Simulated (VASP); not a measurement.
# Te2Mo in VASP: notebook, part 2 of 2

VASP 6.6.1. The steps go on from the part before.

### Step 3. Single point, PBE, collinear spin

This run uses another cell than the first one, of 27.45 Å³/atom.

The input, INCAR:

```
SYSTEM = Te2Mo
  PREC = Accurate
  ENCUT = 520
  EDIFF = 1E-7
  ISMEAR = 0
  SIGMA = 0.05
  LREAL = .FALSE.
  LASPH = .TRUE.
  NELM = 150
  ALGO = Normal
  ISIF = 2
  LWAVE = .FALSE.
  LCHARG = .FALSE.
  ISPIN = 2
  MAGMOM = 0 0 0 0 0.05 0.05
  LORBIT = 11
  LMAXMIX = 4
  GGA = PE
  NBANDS = 39
  KPAR = 4
```

The input, KPOINTS:

```
regular mesh
0
G
  10 10 2
  0 0 0
```

The input, POSCAR:

```
Te2Mo
1.0
    3.4854350852      0.0000000000      0.0000000000
   -1.7427175426      3.0800768643      0.0000000000
    0.0000000000      0.0000000000     15.3398765745
Te Mo
4 2
Direct
    0.3333333333      0.6666666667      0.6321297193
    0.6666666667      0.3333333333      0.1321297193
    0.3333333333      0.6666666667      0.8678702807
    0.6666666667      0.3333333333      0.3678702807
    0.3333333333      0.6666666667      0.2500000000
    0.6666666667      0.3333333333      0.7500000000
```

Potentials or basis: VASP PAW PBE potentials, release 64 (Te, Mo_sv).

The run is started by

```bash
> cat potpaw_PBE.64/Te/POTCAR potpaw_PBE.64/Mo_sv/POTCAR > POTCAR
> mpirun -np 4 vasp_std > vasp.out
```

OUTCAR:

```text
SYSTEM = Te2Mo
   PREC = Accurate
   ENCUT = 520
   EDIFF = 1E-7
   ISMEAR = 0
   LREAL = .FALSE.
   LASPH = .TRUE.
   NELM = 150
   ISIF = 2
   ISPIN = 2
   LORBIT = 11
   GGA = PE

 ion  position               nearest neighbor table
   1  0.333  0.667  0.632-   6 2.71   6 2.71   6 2.74   3 3.62
   2  0.667  0.333  0.132-   5 2.71   5 2.71   5 2.74   4 3.62
   3  0.333  0.667  0.868-   6 2.71   6 2.71   6 2.74   1 3.62
   4  0.667  0.333  0.368-   5 2.71   5 2.71   5 2.74   2 3.62
   5  0.333  0.667  0.250-   2 2.71   4 2.71   2 2.71   4 2.71   2 2.74   4 2.74
   6  0.667  0.333  0.750-   1 2.71   3 2.71   1 2.71   3 2.71   1 2.74   3 2.74

  LATTYP: Found a base centered orthorhombic cell.
 ALAT       =     3.4854350852
 B/A-ratio  =     1.7673987832
 C/A-ratio  =     4.4011367877

  Lattice vectors:

 A1 = (   1.7427175426,  -3.0800768643,   0.0000000000)
 A2 = (   1.7427175426,   3.0800768643,   0.0000000000)
 A3 = (   0.0000000000,   0.0000000000,  15.3398765745)

Analysis of symmetry for initial positions (statically):
=====================================================================
 Subroutine PRICEL returns:
 Original cell was already a primitive cell.

 Routine SETGRP: Setting up the symmetry group for a
 base centered orthorhombic supercell.

 Subroutine GETGRP returns: Found  8 space group operations
 (whereof  4 operations were pure point group operations)
 out of a pool of  8 trial point group operations.

The static configuration has the point symmetry C_2h.
 The point group associated with its full space group is D_2h.

Analysis of symmetry for dynamics (positions and initial velocities):
=====================================================================
 Subroutine PRICEL returns:
 Original cell was already a primitive cell.

 Routine SETGRP: Setting up the symmetry group for a
 base centered orthorhombic supercell.

 Subroutine GETGRP returns: Found  8 space group operations
 (whereof  4 operations were pure point group operations)
 out of a pool of  8 trial point group operations.

The dynamic configuration has the point symmetry C_2h.
 The point group associated with its full space group is D_2h.

Analysis of structural, dynamic, and magnetic symmetry:
=====================================================================
 Subroutine PRICEL returns:
 Original cell was already a primitive cell.

 Routine SETGRP: Setting up the symmetry group for a
 base centered orthorhombic supercell.

 Subroutine GETGRP returns: Found  8 space group operations
 (whereof  4 operations were pure point group operations)
 out of a pool of  8 trial point group operations.

The overall configuration has the point symmetry C_2h.
 The point group associated with its full space group is D_2h.

 Subroutine INISYM returns: Found  8 space group operations
 (whereof  4 operations are pure point group operations),
 and found     1 'primitive' translations

----------------------------------------------------------------------------------------

                                     Primitive cell

  volume of cell :     164.6798

  direct lattice vectors                    reciprocal lattice vectors
     3.485435085  0.000000000  0.000000000     0.286908227  0.162333611  0.000000000
[... 99 lines left out ...]
   NFREE  =      0    steps in history (QN), initial steepest desc. (CG)
   ISIF   =      2    stress and relaxation
   ISYM   =      2    0-nonsym 1-usesym 2-fastsym
   POTIM  = 0.5000    time-step for ionic-motion
   TEBEG  =    0.0;   TEEND  =   0.0 temperature during run
   PSTRESS=    0.0 pullay stress
   NELECT =      52.0000    total number of electrons
   NUPDOWN=      -1.0000    fix difference up-down
   EMIN   =  10.00;   EMAX   =-10.00  energy-range for DOS
   EFERMI =   0.00;   METHOD = LEGACY
   ISMEAR =     0;   SIGMA  =   0.05  broadening in eV -4-tet -1-fermi 0-gaus
   EFERMI_NEDOS =   21; number of points for ismear=-14 and -15
   IALGO  =     38    algorithm
   IMIX   =      4    mixing-type and parameters
     AMIX     =   0.40;   BMIX     =  1.00
     AMIX_MAG =   1.60;   BMIX_MAG =  1.00
  volume/ion in A,a.u.               =      27.45       185.22
  Fermi-wavevector in a.u.,A,eV,Ry     =   1.114797  2.106661 16.908946  1.242772
  Thomas-Fermi vector in A             =   2.251396
   LORBIT       =     11    0 simple, 1 ext, 2 COOP (PROOUT), +10 PAW based schemes
   GGA     = PE    functional components
   LHFCALC =     F    Hartree Fock is set to
   AEXX    =    0.0000 exact exchange contribution
   IVDW    =     0    specifies the selected vdW correction
   LEPSILON=     F    determine dielectric tensor
   LRPA    =     F    only Hartree local field effects (RPA)
 spin polarized calculation
 Gauss-broadening in eV      SIGMA  =   0.05
  energy-cutoff  :      520.00
  volume of cell :      164.68
 maximum number of plane-waves:      4513
 NGX is ok and might be reduce to    28
   NGX = 13   NGY = 13   NGZ = 57

 number of electron      51.9999999 magnetization       0.0005006

 Free energy of the ion-electron system (eV)
  ---------------------------------------------------
  ext. energy  EPLUGINS =         0.00000000
  ---------------------------------------------------
  free energy    TOTEN  =       -36.04551388 eV

  energy without entropy =      -36.04551388  energy(sigma->0) =      -36.04551388

 E-fermi :   7.0185     XC(G=0):  -9.8152

 val. band max:        6.7969356038   @ k =   0.3000   0.3000   0.0000
 cond. band min:       7.8136443509   @ k =  -0.4000   0.2000   0.0000
 fundamental gap:      1.0167087471
 Fermi energy:         7.0184964446

 spin component 1

 k-point     1 :       0.0000    0.0000    0.0000
  band No.  band energies     occupation
      1     -53.8331      1.00000
      2     -53.8330      1.00000
      3     -28.0005      1.00000
      4     -28.0005      1.00000
      5     -27.8851      1.00000
      6     -27.8851      1.00000
[... 973 lines left out ...]
     37      13.3820      0.00000
     38      13.4869      0.00000

 [... further k-points ...]

 spin component 2

 k-point     1 :       0.0000    0.0000    0.0000
  band No.  band energies     occupation
      1     -53.8331      1.00000
      2     -53.8331      1.00000
      3     -28.0005      1.00000
      4     -28.0005      1.00000
      5     -27.8851      1.00000
      6     -27.8851      1.00000
[... 973 lines left out ...]
     37      13.3821      0.00000
     38      13.4871      0.00000

 [... further k-points ...]

 [bands above 38 left out]

------------------------ aborting loop because EDIFF is reached ----------------------------------------

  FORCE on cell =-STRESS in cart. coord.  units (eV):
  Direction    XX          YY          ZZ          XY          YZ          ZX
  --------------------------------------------------------------------------------------
  -------------------------------------------------------------------------------------
  Total        3.0020683      0.8657833      1.4078041      0.0000000      0.0000000      0.0000000
  in kB       29.2072542      8.4232434     13.6965882      0.0000000      0.0000000      0.0000000
  external PRESSURE =      17.1090286 kB  Pullay stress =       0.0000000 kB

 VOLUME and BASIS-vectors are now :
 -----------------------------------------------------------------------------
  energy-cutoff  :      520.00
  volume of cell :      164.68
      direct lattice vectors                 reciprocal lattice vectors
     3.485435085  0.000000000  0.000000000     0.286908227  0.162333611  0.000000000
    -1.742717543  3.080076864  0.000000000     0.000000000  0.324667222  0.000000000
     0.000000000  0.000000000 15.339876574     0.000000000  0.000000000  0.065189573

 POSITION                                       TOTAL-FORCE (eV/Angst)
 -----------------------------------------------------------------------------------
     -0.00000      2.05338      9.69679         0.000000      0.068464     -0.193348
      1.74272      1.02669      2.02685        -0.000000     -0.068464     -0.193348
     -0.00000      2.05338     13.31302         0.000000      0.068464      0.193348
      1.74272      1.02669      5.64308        -0.000000     -0.068464      0.193348
     -0.00000      2.05338      3.83497        -0.000000      0.136674     -0.000000
      1.74272      1.02669     11.50491         0.000000     -0.136674     -0.000000
 -----------------------------------------------------------------------------------
    total drift:                                0.000000     -0.000000      0.000000

  FREE ENERGIE OF THE ION-ELECTRON SYSTEM (eV)
  ---------------------------------------------------
  free  energy   TOTEN  =       -36.0455138769 eV

  energy  without entropy=      -36.0455138769  energy(sigma->0) =      -36.04551388

 total charge

# of ion       s       p       d       tot
------------------------------------------
    1        1.384   1.979   0.062   3.425
    2        1.384   1.979   0.062   3.425
    3        1.384   1.979   0.062   3.425
    4        1.384   1.979   0.062   3.425
    5        2.254   6.146   3.982  12.382
    6        2.254   6.146   3.982  12.382
--------------------------------------------------
tot         10.045  20.209   8.211  38.465

 magnetization (x)

# of ion       s       p       d       tot
------------------------------------------
    1       -0.000   0.000   0.000   0.000
    2       -0.000   0.000   0.000   0.000
    3       -0.000   0.000   0.000   0.000
    4       -0.000   0.000   0.000   0.000
    5       -0.000  -0.000  -0.000  -0.000
    6       -0.000  -0.000  -0.000  -0.000
--------------------------------------------------
tot         -0.000   0.000  -0.000  -0.000
```

Wall time 4.4 min (4 MPI ranks of Oxide Virtual Turin-like, shared host); peak memory 0.73 GiB.

Results:

| Item | Value |
| --- | --- |
| Free energy | -36.0455 eV |
| Pressure | 1.7 GPa |
| Largest force | 0.205 eV/Å |
| Band gap on the k mesh | 1.02 eV (least direct gap 1.22 eV) |
| Net moment | 0.00 μB per cell |
| Valence electrons inside the program's atomic spheres | Te 3.42; Mo 12.38 |

Forces in eV/Å, atoms in the order of the input:
```
Te   0.000  0.068 -0.193
Te   0.000 -0.068 -0.193
Te   0.000  0.068  0.193
Te   0.000 -0.068  0.193
Mo   0.000  0.137  0.000
Mo   0.000 -0.137  0.000
```

Caveat: spin-orbit coupling is left out, which moves the levels of the heavy elements; this functional lacks dispersion, which binds layers or chains, so the pressure and a relaxed spacing across them are unreliable.

### Step 4. Comparison with measurements

Step 2. Measured gap of Te2Mo: 0.88 eV (indirect; 300 K; quoted in “Broadband infrared study of pressure-tunable Fano resonance and metallization transition in 2H-MoTe2”, 2022, pmc:9569381). This calculation gives 0.95 eV (+0.07 eV). Spin-orbit coupling on Mo, Te is left out. The value is that of PBE on a finite k mesh, which can miss the band edges, without temperature or zero-point motion.
